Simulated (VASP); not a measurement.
Set up this calculation in VASP 6.6.1, as the native input.

- Task: single point
- Functional: PBE
- Potentials or basis: VASP PAW PBE potentials, release 64 (Si, B)
- Cutoff: 520 eV
- k mesh: 4 × 4 × 4
- Occupations: gaussian, width 0.1 eV
- Spin: no spin polarisation
- Dipole correction: no
- Further INCAR settings: ALGO = Normal; EDIFF = 1e-06; NBANDS = 18

The structure of Si4B lies in POSCAR:

```
Si4B
1.0
    3.9989502900      0.0000000000      0.0000000000
    0.0000000000      3.9989502900      0.0000000000
    0.0000000000      0.0000000000      3.9989502900
Si B
4 1
Direct
    0.5000000000      0.5000000000      0.5000000000
    0.0000000000      0.5000000000      0.5000000000
    0.5000000000      0.0000000000      0.5000000000
    0.5000000000      0.5000000000      0.0000000000
    0.0000000000      0.0000000000      0.0000000000
```

One way to write it, as run:

INCAR

```
SYSTEM = Si4B
  PREC = Accurate
  ENCUT = 520
  EDIFF = 1E-6
  ISMEAR = 0
  SIGMA = 0.1
  LREAL = .FALSE.
  LASPH = .TRUE.
  NELM = 100
  ALGO = Normal
  ISIF = 2
  LWAVE = .FALSE.
  LCHARG = .TRUE.
  GGA = PE
  LELF = .TRUE.
  LVHAR = .TRUE.
  NBANDS = 18
```

KPOINTS

```
Automatic mesh
0
G
  4 4 4
  0 0 0
```

Potentials or basis: VASP PAW PBE potentials, release 64 (Si, B).

The run is started by

```bash
$ cat potpaw_PBE.64/Si/POTCAR potpaw_PBE.64/B/POTCAR > POTCAR
$ mpirun -np 1 vasp_std > vasp.out
```

Results of the run:

```json
{"Pressure": "55.8 GPa"}
```

Caveat: the k points lie up to 0.39 Å⁻¹ apart.

Run time: 7.3 s on 1 thread of Intel(R) Xeon(R) Platinum 8488C (Sapphire Rapids), with other jobs on the host, peak memory 0.15 GiB.
